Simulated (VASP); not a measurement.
Crystal: BN (Qingsongite).

```xyz
2
Lattice="0.0000 1.8048 1.8048 1.8048 0.0000 1.8048 1.8048 1.8048 0.0000" Properties=species:S:1:pos:R:3 pbc="T T T"
B     0.0000    0.0000    0.0000
N     0.9024    0.9024    0.9024
```

Program: VASP 6.6.1. Alike in all runs: task single point; potentials or basis VASP PAW PBE potentials, release 64 (B, N); no spin polarisation; cell as given.

Order these runs on this cell by their band gap on the k mesh, lowest first.
A. level r2SCAN; k mesh 8 × 8 × 8, shifted; cutoff (eV) 660; smearing gaussian 0.01 eV
B. level r2SCAN; k mesh 8 × 8 × 8; cutoff (eV) 660; smearing gaussian 0.5 eV
C. level r2SCAN; k mesh 2 × 2 × 2; cutoff (eV) 660; smearing gaussian 0.01 eV
D. level PBE; k mesh 4 × 4 × 4; cutoff (eV) 600; smearing gaussian 0.01 eV

D (4.44 eV), C (4.61 eV), B (4.98 eV), A (5.43 eV).

Caveats: some runs use coarse meshes.

A k mesh can miss the band edges.
